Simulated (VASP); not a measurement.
Write the native input for VASP 6.6.1 that does the following.

```yaml
Task: single point
Functional: PBE
Potentials_or_basis: VASP PAW PBE potentials, release 64 (Pb_d, F)
Cutoff: 520 eV
k_mesh: 8 × 8 × 8
Occupations: gaussian, width 0.02 eV
Spin: no spin polarisation
Dipole_correction: no
Further_INCAR_settings: ALGO = Normal; EDIFF = 1e-06; NBANDS = 21
```

The structure of PbF2 lies in POSCAR:

```
PbF2
1.0
    0.0000000000      3.0000716065      3.0000716065
    3.0000716065      0.0000000000      3.0000716065
    3.0000716065      3.0000716065      0.0000000000
Pb F
1 2
Direct
    0.0000000000      0.0000000000      0.0000000000
    0.2500000000      0.2500000000      0.2500000000
    0.7500000000      0.7500000000      0.7500000000
```

The input as run:

INCAR

```
PREC     = Accurate       # precision mode
ENCUT    = 520            # plane-wave cutoff, eV
EDIFF    = 1E-6           # SCF threshold, eV
ISMEAR   = 0              # smearing method
SIGMA    = 0.02           # smearing width, eV
LREAL    = False          # projectors in reciprocal space
LASPH    = True           # aspherical terms in the spheres
NELM     = 100            # most SCF steps
ALGO     = Normal         # electronic algorithm
ISIF     = 2              # what is computed and relaxed
LWAVE    = False          # write WAVECAR
LCHARG   = False          # write CHGCAR
GGA      = PE             # functional
NBANDS   = 21             # bands
```

KPOINTS

```
Automatic mesh
0
Gamma
  8 8 8
```

Potentials or basis: VASP PAW PBE potentials, release 64 (Pb_d, F).

Run with:

```sh
$ cat potpaw_PBE.64/Pb_d/POTCAR potpaw_PBE.64/F/POTCAR > POTCAR
$ mpirun -np 1 vasp_std > vasp.out
```

Results of the run:

```
Pressure               : -0.2 GPa
Band gap on the k mesh : 4.42 eV (least direct gap 4.56 eV)
```

Caveat: spin-orbit coupling is left out, which moves the levels of the heavy elements.

Wall time 19 s on 1 thread of AMD EPYC 9R14 (Zen 4) (shared host), peak memory 0.15 GiB.
